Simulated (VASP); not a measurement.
# Si (P2_1) in VASP: single point with PBE

Aim: the single point of Si with PBE.

All numbers are computed with VASP 6.6.1; they aren't measurements. Logs are shortened: lines on timing, memory, paths and dates and some standing lists are left out, and cuts for length are marked.

## 1. The cell of the first run

It takes space group P2_1 (No. 4, monoclinic). The conventional cell has a = 3.868 Å, b = 5.470 Å, c = 3.868 Å, α = 90.00°, β = 90.00°, γ = 90.00°. Si (site symmetry 1) has 4 Si at 2.30 to 2.44 Å within 3.0 Å. Within 3.0 Å of Si (site symmetry 1) lie 4 Si at 2.30 to 2.44 Å.

## 2. Single point, PBE (atoms displaced along a vibrational mode)

The input, INCAR:

```
PREC = Accurate ; ENCUT = 520
EDIFF = 1E-6 ; ISMEAR = 0
SIGMA = 0.05 ; LREAL = F
LASPH = T ; NELM = 60
ALGO = Normal ; ISIF = 2
LWAVE = F ; LCHARG = F
GGA = PE ; NBANDS = 16
```

The input, KPOINTS:

```
regular mesh
0
Gamma
  8 8 6
```

The input, POSCAR:

```
Si
1.0
    0.0000000000     -2.7347607592     -2.7347607592
    0.0000000000      2.7347607592     -2.7347607592
    5.4695215184      0.0000000000      0.0000000000
Si
4
Direct
    0.5143702495      0.5030912573      0.0000000000
   -0.0143702495     -0.0030912573      0.5000000000
    0.9935578578      0.4738967750      0.2500000000
    0.5064421422      0.0261032250      0.7500000000
```

Potentials or basis: VASP PAW PBE potentials, release 64 (Si).

The run is started by

```
$ cat potpaw_PBE.64/Si/POTCAR > POTCAR
$ mpirun -np 1 vasp_std > vasp.out
```

OUTCAR:

```text
PREC = Accurate
   ENCUT = 520
   EDIFF = 1E-6
   ISMEAR = 0
   LREAL = F
   LASPH = T
   NELM = 60
   ISIF = 2
   GGA = PE

 ion  position               nearest neighbor table
   1  0.514  0.503  0.000-   4 2.30   3 2.31   3 2.44   4 2.44
   2  0.986  0.997  0.500-   3 2.30   4 2.31   4 2.44   3 2.44
   3  0.994  0.474  0.250-   2 2.30   1 2.31   1 2.44   2 2.44
   4  0.506  0.026  0.750-   1 2.30   2 2.31   2 2.44   1 2.44

  LATTYP: Found a simple tetragonal cell.
 ALAT       =     3.8675357555
 C/A-ratio  =     1.4142135624

  Lattice vectors:

 A1 = (   0.0000000000,  -2.7347607592,  -2.7347607592)
 A2 = (   0.0000000000,   2.7347607592,  -2.7347607592)
 A3 = (   5.4695215184,   0.0000000000,   0.0000000000)

Analysis of symmetry for initial positions (statically):
=====================================================================
 Subroutine PRICEL returns:
 Original cell was already a primitive cell.

 Routine SETGRP: Setting up the symmetry group for a
 simple tetragonal supercell.

 Subroutine GETGRP returns: Found  2 space group operations
 (whereof  1 operations were pure point group operations)
 out of a pool of 16 trial point group operations.

The static configuration has the point symmetry C_1 .
 The point group associated with its full space group is C_2 .

Analysis of symmetry for dynamics (positions and initial velocities):
=====================================================================
 Subroutine PRICEL returns:
 Original cell was already a primitive cell.

 Routine SETGRP: Setting up the symmetry group for a
 simple tetragonal supercell.

 Subroutine GETGRP returns: Found  2 space group operations
 (whereof  1 operations were pure point group operations)
 out of a pool of 16 trial point group operations.

The dynamic configuration has the point symmetry C_1 .
 The point group associated with its full space group is C_2 .

 Subroutine INISYM returns: Found  2 space group operations
 (whereof  1 operations are pure point group operations),
 and found     1 'primitive' translations

----------------------------------------------------------------------------------------

                                     Primitive cell

  volume of cell :      81.8122

  direct lattice vectors                    reciprocal lattice vectors
     0.000000000 -2.734760759 -2.734760759     0.000000000 -0.182831349 -0.182831349
     0.000000000  2.734760759 -2.734760759     0.000000000  0.182831349 -0.182831349
     5.469521518  0.000000000  0.000000000     0.182831349  0.000000000  0.000000000

  length of vectors
     3.867535756  3.867535756  5.469521518     0.258562574  0.258562574  0.182831349

  position of ions in fractional coordinates (direct lattice)
     0.514370249  0.503091257  0.000000000
     0.985629751  0.996908743  0.500000000
     0.993557858  0.473896775  0.250000000
     0.506442142  0.026103225  0.750000000

  ion indices of the primitive-cell ions
   primitive index   ion index
                 1           1
                 2           2
                 3           3
                 4           4

----------------------------------------------------------------------------------------

 KPOINTS: regular mesh

Automatic generation of k-mesh.
 Grid dimensions read from file:
 generate k-points for:    8    8    6

 Generating k-lattice:

  Cartesian coordinates                     Fractional coordinates (reciprocal lattice)
     0.000000000 -0.022853919 -0.022853919     0.125000000  0.000000000  0.000000000
     0.000000000  0.022853919 -0.022853919     0.000000000  0.125000000  0.000000000
     0.030471892  0.000000000  0.000000000     0.000000000  0.000000000  0.166666667

  Length of vectors
     0.032320322  0.032320322  0.030471892

  Shift w.r.t. Gamma in fractional coordinates (k-lattice)
     0.000000000  0.000000000  0.000000000

 Subroutine IBZKPT returns following result:
 ===========================================

 Found    136 irreducible k-points:

 Following reciprocal coordinates:
            Coordinates               Weight
  0.000000  0.000000  0.000000      1.000000
  0.125000  0.000000  0.000000      2.000000
  0.000000  0.125000  0.000000      2.000000
  0.250000  0.000000  0.000000      2.000000
  0.000000  0.250000  0.000000      2.000000
  0.375000  0.000000  0.000000      2.000000
[... 16 lines left out ...]
 -0.250000  0.250000  0.000000      2.000000
  0.375000  0.250000  0.000000      2.000000
 [... further k-points ...]
   k-points           NKPTS =    136   k-points in BZ     NKDIM =    136   number of bands    NBANDS=     16
   number of dos      NEDOS =    301   number of ions     NIONS =      4
   total plane-waves  NPLWV =  37800
   dimension x,y,z NGX =    30 NGY =   30 NGZ =   42
   dimension x,y,z NGXF=    60 NGYF=   60 NGZF=   84
   ions per type =               4
   NGX,Y,Z   is equivalent  to a cutoff of  12.90, 12.90, 12.77 a.u.
   NGXF,Y,Z  is equivalent  to a cutoff of  25.79, 25.79, 25.53 a.u.
 SYSTEM =  unknown system
   PREC   = accura    normal or accurate (medium, high low for compatibility)
   ISTART =      0    job   : 0-new  1-cont  2-samecut
   ICHARG =      2    charge: 1-file 2-atom 10-const
   ISPIN  =      1    spin polarized calculation?
   LNONCOLLINEAR =      F non collinear calculations
   LSORBIT =      F    spin-orbit coupling
   LASPH  =      T    aspherical Exc in radial PAW
   ENCUT  =  520.0 eV  38.22 Ry    6.18 a.u.   7.19  7.19 10.17*2*pi/ulx,y,z
   NELM   =     60;   NELMIN=  2; NELMDL= -5     # of ELM steps
   EDIFF  = 0.1E-05   stopping-criterion for ELM
   LREAL  =      F    real-space projection
   EDIFFG = 0.1E-04   stopping-criterion for IOM
   NSW    =      0    number of steps for IOM
   IBRION =     -1    ionic relax: 0-MD 1-quasi-New 2-CG
   NFREE  =      0    steps in history (QN), initial steepest desc. (CG)
   ISIF   =      2    stress and relaxation
   ISYM   =      2    0-nonsym 1-usesym 2-fastsym
   POTIM  = 0.5000    time-step for ionic-motion
   TEBEG  =    0.0;   TEEND  =   0.0 temperature during run
   PSTRESS=    0.0 pullay stress
   NELECT =      16.0000    total number of electrons
   NUPDOWN=      -1.0000    fix difference up-down
   EMIN   =  10.00;   EMAX   =-10.00  energy-range for DOS
   EFERMI =   0.00;   METHOD = LEGACY
   ISMEAR =     0;   SIGMA  =   0.05  broadening in eV -4-tet -1-fermi 0-gaus
   EFERMI_NEDOS =   21; number of points for ismear=-14 and -15
   IALGO  =     38    algorithm
   IMIX   =      4    mixing-type and parameters
     AMIX     =   0.40;   BMIX     =  1.00
     AMIX_MAG =   1.60;   BMIX_MAG =  1.00
  volume/ion in A,a.u.               =      20.45       138.02
  Fermi-wavevector in a.u.,A,eV,Ry     =   0.950259  1.795730 12.285964  0.902993
  Thomas-Fermi vector in A             =   2.078619
   LORBIT       =      0    0 simple, 1 ext, 2 COOP (PROOUT), +10 PAW based schemes
   GGA     = PE    functional components
   LHFCALC =     F    Hartree Fock is set to
   AEXX    =    0.0000 exact exchange contribution
   IVDW    =     0    specifies the selected vdW correction
   LEPSILON=     F    determine dielectric tensor
   LRPA    =     F    only Hartree local field effects (RPA)
 non-spin polarized calculation
 Gauss-broadening in eV      SIGMA  =   0.05
  energy-cutoff  :      520.00
  volume of cell :       81.81
 maximum number of plane-waves:      2248
 NGX is ok and might be reduce to    30
   NGX = 15   NGY = 15   NGZ = 21

 number of electron      15.9999999 magnetization

 Free energy of the ion-electron system (eV)
  ---------------------------------------------------
  ext. energy  EPLUGINS =         0.00000000
  ---------------------------------------------------
  free energy    TOTEN  =       -21.53475350 eV

  energy without entropy =      -21.53475350  energy(sigma->0) =      -21.53475350

 E-fermi :   5.8508     XC(G=0):  -9.3268

 val. band max:        5.6415375537   @ k =   0.0000   0.0000   0.0000
 cond. band min:       6.2011787749   @ k =   0.0000   0.0000   0.1667
 fundamental gap:      0.5596412212
 Fermi energy:         5.8507947388

 k-point     1 :       0.0000    0.0000    0.0000
  band No.  band energies     occupation
      1      -6.2209      2.00000
      2      -2.1628      2.00000
      3      -2.1435      2.00000
      4       2.8054      2.00000
      5       2.8294      2.00000
      6       5.5603      2.00000
[... 8 lines left out ...]
     15      13.2366      0.00000
     16      13.3124      0.00000

 k-point     2 :       0.1250    0.0000    0.0000
  band No.  band energies     occupation
      1      -6.0879      2.00000
      2      -2.2309      2.00000
      3      -2.0008      2.00000
      4       2.1621      2.00000
      5       2.9207      2.00000
      6       4.5880      2.00000
[... 8 lines left out ...]
     15      12.7217      0.00000
     16      13.0904      0.00000

 k-point     3 :       0.0000    0.1250    0.0000
  band No.  band energies     occupation
      1      -6.0879      2.00000
      2      -2.2153      2.00000
      3      -2.0165      2.00000
      4       2.1560      2.00000
      5       2.9230      2.00000
      6       4.5671      2.00000
[... 8 lines left out ...]
     15      12.7163      0.00000
     16      13.0902      0.00000

 k-point     4 :       0.2500    0.0000    0.0000
  band No.  band energies     occupation
      1      -5.6950      2.00000
      2      -2.5664      2.00000
      3      -1.5704      2.00000
      4       1.4057      2.00000
      5       2.9650      2.00000
      6       3.2126      2.00000
[... 8 lines left out ...]
     15      11.9563      0.00000
     16      12.9061      0.00000

 k-point     5 :       0.0000    0.2500    0.0000
  band No.  band energies     occupation
      1      -5.6950      2.00000
      2      -2.5512      2.00000
      3      -1.5875      2.00000
      4       1.3975      2.00000
      5       2.9563      2.00000
      6       3.2176      2.00000
[... 8 lines left out ...]
     15      11.9453      0.00000
     16      12.9520      0.00000

 k-point     6 :       0.3750    0.0000    0.0000
  band No.  band energies     occupation
      1      -5.0672      2.00000
      2      -3.2869      2.00000
      3      -0.8679      2.00000
      4       1.3521      2.00000
      5       1.4871      2.00000
      6       2.8519      2.00000
[... 8 lines left out ...]
     15      11.7013      0.00000
     16      11.8190      0.00000
[... 267 lines left out ...]
 k-point    21 :      -0.1250    0.5000    0.0000
  band No.  band energies     occupation
      1      -4.2921      2.00000
      2      -3.8552      2.00000
      3      -0.2609      2.00000
      4       0.4271      2.00000
      5       1.9260      2.00000
      6       2.1163      2.00000
[... 8 lines left out ...]
     15      11.7811      0.00000
     16      12.4529      0.00000

 k-point    22 :       0.2500    0.2500    0.0000
  band No.  band energies     occupation
      1      -5.1680      2.00000
      2      -2.0085      2.00000
      3      -1.9846      2.00000
      4       1.8237      2.00000
      5       1.8416      2.00000
      6       2.1390      2.00000
[... 8 lines left out ...]
     15      11.3090      0.00000
     16      11.3498      0.00000

 k-point    23 :      -0.2500    0.2500    0.0000
  band No.  band energies     occupation
      1      -5.1680      2.00000
      2      -2.0086      2.00000
      3      -1.9841      2.00000
      4       1.8258      2.00000
      5       1.8426      2.00000
      6       2.1274      2.00000
[... 8 lines left out ...]
     15      11.2867      0.00000
     16      11.3571      0.00000

 k-point    24 :       0.3750    0.2500    0.0000
  band No.  band energies     occupation
      1      -4.5383      2.00000
      2      -2.7407      2.00000
      3      -1.3038      2.00000
      4       0.9101      2.00000
      5       1.7839      2.00000
      6       2.3208      2.00000
[... 8 lines left out ...]
     15      12.3087      0.00000
     16      12.9204      0.00000

 [... further k-points ...]

------------------------ aborting loop because EDIFF is reached ----------------------------------------

  FORCE on cell =-STRESS in cart. coord.  units (eV):
  Direction    XX          YY          ZZ          XY          YZ          ZX
  --------------------------------------------------------------------------------------
  -------------------------------------------------------------------------------------
  Total        0.4204360      0.2936786      0.0825344      0.0000000     -0.0550530      0.0000000
  in kB        8.2336509      5.7512848      1.6163207      0.0000000     -1.0781354      0.0000000
  external PRESSURE =       5.2004188 kB  Pullay stress =       0.0000000 kB

 VOLUME and BASIS-vectors are now :
 -----------------------------------------------------------------------------
  energy-cutoff  :      520.00
  volume of cell :       81.81
      direct lattice vectors                 reciprocal lattice vectors
     0.000000000 -2.734760759 -2.734760759     0.000000000 -0.182831349 -0.182831349
     0.000000000  2.734760759 -2.734760759     0.000000000  0.182831349 -0.182831349
     5.469521518  0.000000000  0.000000000     0.182831349  0.000000000  0.000000000

 POSITION                                       TOTAL-FORCE (eV/Angst)
 -----------------------------------------------------------------------------------
      0.00000     -0.03085     -2.78251         0.047135      1.166348      0.037121
      2.73476      0.03085     -5.42177         0.047135     -1.166348     -0.037121
      1.36738     -1.42115     -4.01314        -0.047135      0.173692     -1.290337
      4.10214     -1.31361     -1.45638        -0.047135     -0.173692      1.290337
 -----------------------------------------------------------------------------------
    total drift:                               -0.000008      0.000000     -0.000000

  FREE ENERGIE OF THE ION-ELECTRON SYSTEM (eV)
  ---------------------------------------------------
  free  energy   TOTEN  =       -21.5347535044 eV

  energy  without entropy=      -21.5347535044  energy(sigma->0) =      -21.53475350
```

Run time: 76 s. Hardware: 1 thread of AMD EPYC 9R45 (Zen 5), shared host; peak memory 0.23 GiB.

What came out:

* Free energy: -21.5348 eV
* Pressure: 0.5 GPa
* Largest force: 1.303 eV/Å
* Band gap on the k mesh: 0.56 eV

Forces in eV/Å, atoms in the order of the input:
```
Si   0.047  1.166  0.037
Si   0.047 -1.166 -0.037
Si  -0.047  0.174 -1.290
Si  -0.047 -0.174  1.290
```

Stress tensor (GPa, compression positive):
```
 0.82  0.00  0.00
 0.00  0.58 -0.11
 0.00 -0.11  0.16
```

Caveat: the cell differs from its parent crystal (atoms displaced along a vibrational mode); forces of over 1 eV/Å act on the atoms, so gaps and moduli don't describe the material at rest. A k mesh can miss the band edges.
